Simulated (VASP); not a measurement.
# NaBiH6 (Fm-3m) in VASP: further runs

NaBiH6 is run at these levels: PBE; tasks: single point, relaxation of cell and atoms.

Program: VASP 6.6.1. These are calculated values, not measurements. Logs are shortened: lines on timing, memory, paths and dates and some standing lists are left out, and cuts for length are marked.

## 1. The cell of the first run

Symmetry: Fm-3m, No. 225, cubic system. The conventional cell has a = 8.403 Å, b = 8.403 Å, c = 8.403 Å, α = 90.00°, β = 90.00°, γ = 90.00°. Within 3.0 Å of Na (site symmetry m-3m) lie 6 H at 2.30 Å. Bi (site symmetry m-3m) has 6 H at 1.90 Å within 2.5 Å. Within 2.5 Å of H (site symmetry 4mm) lie 1 Bi at 1.90 Å and 1 Na at 2.30 Å.

## 2. Single point, PBE

File INCAR:

```
SYSTEM = NaBiH6
PREC = Accurate ; ENCUT = 520
EDIFF = 1E-6 ; ISMEAR = 0
SIGMA = 0.1 ; LREAL = .FALSE.
LASPH = .TRUE. ; NELM = 100
ALGO = Normal ; ISIF = 2
LWAVE = .FALSE. ; LCHARG = .FALSE.
GGA = PE ; NBANDS = 24
```

File KPOINTS:

```
Automatic mesh
0
G
  8 8 8
  0 0 0
```

File POSCAR:

```
NaBiH6
1.0
    0.0000000000      4.2015394463      4.2015394463
    4.2015394463      0.0000000000      4.2015394463
    4.2015394463      4.2015394463      0.0000000000
Na Bi H
1 1 6
Direct
    0.0000000000      0.0000000000      0.0000000000
    0.5000000000      0.5000000000      0.5000000000
    0.7264822096      0.2735177904      0.2735177904
    0.2735177904      0.7264822096      0.2735177904
    0.2735177904      0.2735177904      0.7264822096
    0.2735177904      0.7264822096      0.7264822096
    0.7264822096      0.2735177904      0.7264822096
    0.7264822096      0.7264822096      0.2735177904
```

Potentials or basis: VASP PAW PBE potentials, release 64 (Na_pv, Bi_d, H).

Started as:

```console
> cat potpaw_PBE.64/Na_pv/POTCAR potpaw_PBE.64/Bi_d/POTCAR potpaw_PBE.64/H/POTCAR > POTCAR
> mpirun -np 1 vasp_std > vasp.out
```

OUTCAR:

```text
SYSTEM = NaBiH6
   PREC = Accurate
   ENCUT = 520
   EDIFF = 1E-6
   ISMEAR = 0
   LREAL = .FALSE.
   LASPH = .TRUE.
   NELM = 100
   ISIF = 2
   GGA = PE

 ion  position               nearest neighbor table
   1  0.000  0.000  0.000-
   2  0.500  0.500  0.500-   3 1.90   4 1.90   5 1.90   6 1.90   7 1.90   8 1.90
   3  0.726  0.274  0.274-   2 1.90
   4  0.274  0.726  0.274-   2 1.90
   5  0.274  0.274  0.726-   2 1.90
   6  0.274  0.726  0.726-   2 1.90
   7  0.726  0.274  0.726-   2 1.90
   8  0.726  0.726  0.274-   2 1.90

  LATTYP: Found a face centered cubic cell.
 ALAT       =     8.4030788926

  Lattice vectors:

 A1 = (   0.0000000000,   4.2015394463,   4.2015394463)
 A2 = (   4.2015394463,   0.0000000000,   4.2015394463)
 A3 = (   4.2015394463,   4.2015394463,   0.0000000000)

Analysis of symmetry for initial positions (statically):
=====================================================================
 Subroutine PRICEL returns:
 Original cell was already a primitive cell.

 Routine SETGRP: Setting up the symmetry group for a
 face centered cubic supercell.

 Subroutine GETGRP returns: Found 48 space group operations
 (whereof 48 operations were pure point group operations)
 out of a pool of 48 trial point group operations.

The static configuration has the point symmetry O_h .

Analysis of symmetry for dynamics (positions and initial velocities):
=====================================================================
 Subroutine PRICEL returns:
 Original cell was already a primitive cell.

 Routine SETGRP: Setting up the symmetry group for a
 face centered cubic supercell.

 Subroutine GETGRP returns: Found 48 space group operations
 (whereof 48 operations were pure point group operations)
 out of a pool of 48 trial point group operations.

The dynamic configuration has the point symmetry O_h .

 Subroutine INISYM returns: Found 48 space group operations
 (whereof 48 operations are pure point group operations),
 and found     1 'primitive' translations

----------------------------------------------------------------------------------------

                                     Primitive cell

  volume of cell :     148.3390

  direct lattice vectors                    reciprocal lattice vectors
     0.000000000  4.201539446  4.201539446    -0.119004000  0.119004000  0.119004000
     4.201539446  0.000000000  4.201539446     0.119004000 -0.119004000  0.119004000
     4.201539446  4.201539446  0.000000000     0.119004000  0.119004000 -0.119004000

  length of vectors
     5.941874068  5.941874068  5.941874068     0.206120974  0.206120974  0.206120974

  position of ions in fractional coordinates (direct lattice)
     0.000000000  0.000000000  0.000000000
     0.500000000  0.500000000  0.500000000
     0.726482210  0.273517790  0.273517790
     0.273517790  0.726482210  0.273517790
     0.273517790  0.273517790  0.726482210
     0.273517790  0.726482210  0.726482210
     0.726482210  0.273517790  0.726482210
     0.726482210  0.726482210  0.273517790

  ion indices of the primitive-cell ions
   primitive index   ion index
                 1           1
                 2           2
                 3           3
                 4           4
                 5           5
                 6           6
                 7           7
                 8           8

----------------------------------------------------------------------------------------

 KPOINTS: Automatic mesh

Automatic generation of k-mesh.
 Grid dimensions read from file:
 generate k-points for:    8    8    8

 Generating k-lattice:

  Cartesian coordinates                     Fractional coordinates (reciprocal lattice)
    -0.014875500  0.014875500  0.014875500     0.125000000  0.000000000  0.000000000
     0.014875500 -0.014875500  0.014875500     0.000000000  0.125000000  0.000000000
     0.014875500  0.014875500 -0.014875500     0.000000000  0.000000000  0.125000000

  Length of vectors
     0.025765122  0.025765122  0.025765122

  Shift w.r.t. Gamma in fractional coordinates (k-lattice)
     0.000000000  0.000000000  0.000000000

 Subroutine IBZKPT returns following result:
 ===========================================

 Found     29 irreducible k-points:

 Following reciprocal coordinates:
            Coordinates               Weight
  0.000000  0.000000  0.000000      1.000000
  0.125000  0.000000  0.000000      8.000000
  0.250000  0.000000  0.000000      8.000000
  0.375000  0.000000  0.000000      8.000000
  0.500000  0.000000  0.000000      4.000000
  0.125000  0.125000  0.000000      6.000000
[... 16 lines left out ...]
  0.500000  0.250000  0.125000     48.000000
 -0.375000  0.250000  0.125000     24.000000
 [... further k-points ...]
   k-points           NKPTS =     29   k-points in BZ     NKDIM =     29   number of bands    NBANDS=     24
   number of dos      NEDOS =    301   number of ions     NIONS =      8
   total plane-waves  NPLWV = 110592
   dimension x,y,z NGX =    48 NGY =   48 NGZ =   48
   dimension x,y,z NGXF=    96 NGYF=   96 NGZF=   96
   ions per type =               1   1   6
   NGX,Y,Z   is equivalent  to a cutoff of  13.43, 13.43, 13.43 a.u.
   NGXF,Y,Z  is equivalent  to a cutoff of  26.86, 26.86, 26.86 a.u.
 SYSTEM =  NaBiH6
   PREC   = accura    normal or accurate (medium, high low for compatibility)
   ISTART =      0    job   : 0-new  1-cont  2-samecut
   ICHARG =      2    charge: 1-file 2-atom 10-const
   ISPIN  =      1    spin polarized calculation?
   LNONCOLLINEAR =      F non collinear calculations
   LSORBIT =      F    spin-orbit coupling
   LASPH  =      T    aspherical Exc in radial PAW
   ENCUT  =  520.0 eV  38.22 Ry    6.18 a.u.  11.05 11.05 11.05*2*pi/ulx,y,z
   NELM   =    100;   NELMIN=  2; NELMDL= -5     # of ELM steps
   EDIFF  = 0.1E-05   stopping-criterion for ELM
   LREAL  =      F    real-space projection
   EDIFFG = 0.1E-04   stopping-criterion for IOM
   NSW    =      0    number of steps for IOM
   IBRION =     -1    ionic relax: 0-MD 1-quasi-New 2-CG
   NFREE  =      0    steps in history (QN), initial steepest desc. (CG)
   ISIF   =      2    stress and relaxation
   ISYM   =      2    0-nonsym 1-usesym 2-fastsym
   POTIM  = 0.5000    time-step for ionic-motion
   TEBEG  =    0.0;   TEEND  =   0.0 temperature during run
   PSTRESS=    0.0 pullay stress
   NELECT =      28.0000    total number of electrons
   NUPDOWN=      -1.0000    fix difference up-down
   EMIN   =  10.00;   EMAX   =-10.00  energy-range for DOS
   EFERMI =   0.00;   METHOD = LEGACY
   ISMEAR =     0;   SIGMA  =   0.10  broadening in eV -4-tet -1-fermi 0-gaus
   EFERMI_NEDOS =   21; number of points for ismear=-14 and -15
   IALGO  =     38    algorithm
   IMIX   =      4    mixing-type and parameters
     AMIX     =   0.40;   BMIX     =  1.00
     AMIX_MAG =   1.60;   BMIX_MAG =  1.00
  volume/ion in A,a.u.               =      18.54       125.13
  Fermi-wavevector in a.u.,A,eV,Ry     =   0.939094  1.774630 11.998944  0.881898
  Thomas-Fermi vector in A             =   2.066372
   LORBIT       =      0    0 simple, 1 ext, 2 COOP (PROOUT), +10 PAW based schemes
   GGA     = PE    functional components
   LHFCALC =     F    Hartree Fock is set to
   AEXX    =    0.0000 exact exchange contribution
   IVDW    =     0    specifies the selected vdW correction
   LEPSILON=     F    determine dielectric tensor
   LRPA    =     F    only Hartree local field effects (RPA)
 non-spin polarized calculation
 Gauss-broadening in eV      SIGMA  =   0.10
  energy-cutoff  :      520.00
  volume of cell :      148.34
 maximum number of plane-waves:      4020
 NGX is ok and might be reduce to    48
   NGX = 23   NGY = 23   NGZ = 23

 number of electron      28.0000008 magnetization

 Free energy of the ion-electron system (eV)
  ---------------------------------------------------
  ext. energy  EPLUGINS =         0.00000000
  ---------------------------------------------------
  free energy    TOTEN  =       -21.32714110 eV

  energy without entropy =      -21.32459825  energy(sigma->0) =      -21.32586967

 E-fermi :  -1.1691     XC(G=0):  -6.2117

 val. band max:       -1.2169556827   @ k =   0.5000   0.5000   0.0000
 cond. band min:      -1.1286503786   @ k =   0.1250   0.0000   0.0000
 fundamental gap:      0.0883053041
 Fermi energy:        -1.1690862576

 k-point     1 :       0.0000    0.0000    0.0000
  band No.  band energies     occupation
      1     -24.1503      2.00000
      2     -24.1503      2.00000
      3     -24.1503      2.00000
      4     -23.4629      2.00000
      5     -23.4629      2.00000
      6     -23.3736      2.00000
[... 16 lines left out ...]
     23       7.3647      0.00000
     24       9.2989      0.00000

 k-point     2 :       0.1250    0.0000    0.0000
  band No.  band energies     occupation
      1     -24.1503      2.00000
      2     -24.1503      2.00000
      3     -24.1503      2.00000
      4     -23.4629      2.00000
      5     -23.4629      2.00000
      6     -23.3735      2.00000
[... 16 lines left out ...]
     23       7.4260      0.00000
     24       9.0785      0.00000

 k-point     3 :       0.2500    0.0000    0.0000
  band No.  band energies     occupation
      1     -24.1504      2.00000
      2     -24.1504      2.00000
      3     -24.1503      2.00000
      4     -23.4628      2.00000
      5     -23.4628      2.00000
      6     -23.3735      2.00000
[... 16 lines left out ...]
     23       8.3531      0.00000
     24       9.1946      0.00000
[... 514 lines left out ...]
 k-point    23 :       0.5000    0.2500    0.1250
  band No.  band energies     occupation
      1     -24.1505      2.00000
      2     -24.1504      2.00000
      3     -24.1503      2.00000
      4     -23.4628      2.00000
      5     -23.4627      2.00000
      6     -23.3735      2.00000
[... 16 lines left out ...]
     23       7.6088      0.00000
     24       8.1283      0.00000

 k-point    24 :      -0.3750    0.2500    0.1250
  band No.  band energies     occupation
      1     -24.1505      2.00000
      2     -24.1504      2.00000
      3     -24.1504      2.00000
      4     -23.4628      2.00000
      5     -23.4627      2.00000
      6     -23.3735      2.00000
[... 16 lines left out ...]
     23       7.1045      0.00000
     24       7.4903      0.00000

 [... further k-points ...]
[... 5 lines left out ...]
  --------------------------------------------------------------------------------------
  -------------------------------------------------------------------------------------
  Total       -0.0588250     -0.0588250     -0.0588250     -0.0000000      0.0000000     -0.0000000
  in kB       -0.6353563     -0.6353563     -0.6353563     -0.0000000      0.0000000     -0.0000000
  external PRESSURE =      -0.6353563 kB  Pullay stress =       0.0000000 kB

 VOLUME and BASIS-vectors are now :
 -----------------------------------------------------------------------------
  energy-cutoff  :      520.00
  volume of cell :      148.34
      direct lattice vectors                 reciprocal lattice vectors
     0.000000000  4.201539446  4.201539446    -0.119004000  0.119004000  0.119004000
     4.201539446  0.000000000  4.201539446     0.119004000 -0.119004000  0.119004000
     4.201539446  4.201539446  0.000000000     0.119004000  0.119004000 -0.119004000

 POSITION                                       TOTAL-FORCE (eV/Angst)
 -----------------------------------------------------------------------------------
      0.00000      0.00000      0.00000         0.000000      0.000000      0.000000
      4.20154      4.20154      4.20154        -0.000000     -0.000000      0.000000
      2.29839      4.20154      4.20154        -0.001994      0.000000      0.000000
      4.20154      2.29839      4.20154         0.000000     -0.001994      0.000000
      4.20154      4.20154      2.29839         0.000000      0.000000     -0.001994
      6.10469      4.20154      4.20154         0.001994      0.000000      0.000000
      4.20154      6.10469      4.20154         0.000000      0.001994      0.000000
      4.20154      4.20154      6.10469         0.000000      0.000000      0.001994
 -----------------------------------------------------------------------------------
    total drift:                               -0.000000     -0.000000     -0.000000

  FREE ENERGIE OF THE ION-ELECTRON SYSTEM (eV)
  ---------------------------------------------------
  free  energy   TOTEN  =       -21.3271410957 eV

  energy  without entropy=      -21.3245982542  energy(sigma->0) =      -21.32586967
```

Run time: 59 s. Hardware: 1 thread of Intel Xeon 6975P-C (Granite Rapids), shared host; peak memory 0.37 GiB.

Results:

```
Free energy            : -21.3271 eV
Pressure               : -0.1 GPa
Band gap on the k mesh : zero (band 14 reaches -1.22 eV, above the bottom of band 15 at -1.36 eV)
```

Caveat: spin-orbit coupling is left out, which moves the levels of the heavy elements.

## 3. Relaxation of cell and atoms, PBE

File INCAR:

```
SYSTEM = NaBiH6
PREC     = Accurate       ! precision mode
ENCUT    = 600            ! plane-wave cutoff, eV
EDIFF    = 1E-6           ! SCF threshold, eV
ISMEAR   = 0              ! smearing method
SIGMA    = 0.1            ! smearing width, eV
LREAL    = .False.        ! projectors in reciprocal space
LASPH    = .True.         ! aspherical terms in the spheres
NELM     = 100            ! most SCF steps
ALGO     = Normal         ! electronic algorithm
ISIF     = 3              ! what is computed and relaxed
LWAVE    = .False.        ! write WAVECAR
LCHARG   = .False.        ! write CHGCAR
GGA      = PE             ! functional
IBRION   = 2              ! ionic algorithm
NSW      = 100            ! ionic steps
EDIFFG   = -0.01          ! ionic threshold
```

File KPOINTS:

```
regular mesh
0
Gamma
  8 8 8
  0 0 0
```

File POSCAR:

```
NaBiH6
1.0
    0.0000000000      4.2028085155      4.2028085155
    4.2028085155      0.0000000000      4.2028085155
    4.2028085155      4.2028085155      0.0000000000
Na Bi H
1 1 6
Direct
    0.0000000000      0.0000000000      0.0000000000
    0.5000000000      0.5000000000      0.5000000000
    0.7265246044      0.2734753956      0.2734753956
    0.2734753956      0.7265246044      0.2734753956
    0.2734753956      0.2734753956      0.7265246044
    0.2734753956      0.7265246044      0.7265246044
    0.7265246044      0.2734753956      0.7265246044
    0.7265246044      0.7265246044      0.2734753956
```

Potentials or basis: VASP PAW PBE potentials, release 64 (Na_pv, Bi_d, H).

Started as:

```console
> cat potpaw_PBE.64/Na_pv/POTCAR potpaw_PBE.64/Bi_d/POTCAR potpaw_PBE.64/H/POTCAR > POTCAR
> mpirun -np 1 vasp_std > vasp.out
```

It took 50 s on 1 thread of Intel Xeon 6975P-C (Granite Rapids), shared host; peak memory 0.37 GiB.

It converged, with:

```yaml
Free_energy: -21.3291 eV
Pressure_after_relaxing: 0.0 GPa
Largest_force_after_relaxing: 0.007 eV/Å
Band_gap_on_the_k_mesh: zero (band 14 reaches -1.22 eV, above the bottom of band 15 at -1.36 eV)
```

Forces in eV/Å, atoms in the order of the input:
```
Na   0.000  0.000  0.000
Bi   0.000  0.000  0.000
H    0.007  0.000  0.000
H    0.000  0.007  0.000
H    0.000  0.000  0.007
H   -0.007  0.000  0.000
H    0.000 -0.007  0.000
H    0.000  0.000 -0.007
```

Final structure:
```
Na Bi H
1.0
     0.00000    4.20281    4.20281
     4.20281    0.00000    4.20281
     4.20281    4.20281    0.00000
Na Bi H
1 1 6
Direct
  0.00000 0.00000 0.00000
  0.50000 0.50000 0.50000
  0.72652 0.27348 0.27348
  0.27348 0.72652 0.27348
  0.27348 0.27348 0.72652
  0.27348 0.72652 0.72652
  0.72652 0.27348 0.72652
  0.72652 0.72652 0.27348
```

Levels at points of the mesh, in eV from the Fermi level:
```csv
k point,band 10,band 11,band 12,band 13,band 14,band 15,band 16,band 17,band 18,band 19
"(0.00, 0.00, 0.00)",-3.64,-3.64,-3.64,-0.20,-0.19,-0.19,5.08,5.08,5.08,5.78
"(0.50, 0.00, 0.00)",-4.33,-3.61,-3.61,-0.56,-0.56,1.50,3.77,6.14,6.24,6.75
"(0.50, 0.50, 0.00)",-4.01,-3.80,-3.80,-1.59,-0.05,2.58,4.63,5.73,5.73,5.84
```

Caveat: the relaxation stopped at its first step, so nothing moved; spin-orbit coupling is left out, which moves the levels of the heavy elements.

[end of part 1 of 2]
